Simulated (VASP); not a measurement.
Input of a VASP 6.6.1 run:

The input INCAR:

```
SYSTEM = HfSbAu4
PREC = Accurate
ENCUT = 520
EDIFF = 1E-6
ISMEAR = 0
SIGMA = 0.1
LREAL = .FALSE.
LASPH = .TRUE.
NELM = 80
ALGO = Normal
ISIF = 2
LWAVE = .FALSE.
LCHARG = .FALSE.
GGA = PE
NBANDS = 38
```

Contents of KPOINTS:

```
Automatic mesh
0
G
  4 4 4
  0 0 0
```

The input POSCAR:

```
HfSbAu4
1.0
    0.0000000000      4.0159918000      4.0159918000
    4.0159918000      0.0000000000      4.0159918000
    4.0159918000      4.0159918000      0.0000000000
Hf Sb Au
1 1 4
Direct
    0.5000000000      0.5000000000      0.5000000000
    0.7500000000      0.7500000000      0.7500000000
    0.1291228800      0.1291228800      0.1291228800
    0.1291228800      0.1291228800      0.6126313700
    0.1291228800      0.6126313700      0.1291228800
    0.6126313700      0.1291228800      0.1291228800
```

Potentials or basis: VASP PAW PBE potentials, release 64 (Hf_pv, Sb, Au).

The run is started by

```bash
$ cat potpaw_PBE.64/Hf_pv/POTCAR potpaw_PBE.64/Sb/POTCAR potpaw_PBE.64/Au/POTCAR > POTCAR
$ mpirun -np 1 vasp_std > vasp.out
```

(1) Estimate the pressure.

(2) Estimate the largest force.

Answers

(1) -6.3 GPa.

(2) 1.250 eV/Å.

Caveat: forces of over 1 eV/Å act on the atoms, so gaps and moduli don't describe the material at rest.
